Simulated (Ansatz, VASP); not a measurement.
One calculation of Ti3Al, two programs

```
Ti Al
1.0
     0.00000    3.33489    3.33489
     3.33489    0.00000    3.33489
     3.33489    3.33489    0.00000
Ti Al
3 1
Direct
  0.75000 0.75000 0.75000
  0.25000 0.25000 0.25000
  0.00000 0.00000 0.00000
  0.50000 0.50000 0.50000
```

Alike in both runs: task single point; functional PBE; k mesh 12 × 12 × 12; occupations gaussian, width 0.1 eV; collinear spin.

|  | VASP | Ansatz |
| --- | --- | --- |
| version | VASP 6.6.1 | Ansatz 0.2.0 |
| potentials or method | VASP PAW PBE potentials, release 64 (Ti_sv, Al), cutoff 520 eV | scalar-relativistic, plane waves, PAW |
| valence electrons in the cell | 39 | 39 |

```tsv
	VASP	Ansatz	Ansatz less VASP
gap on the k mesh at the Fermi level (eV)	none	none	-
pressure (GPa)	-8.6	-8.6	+0.03
net moment per atom (μB)	0.58	0.58	0.000
size of the moment on the site where the two differ most (μB)	1.11	1.17	+0.052
```

Site moments also hang on the region over which each program counts them. A gap of «none» marks a metal or a gap that the smearing closes.
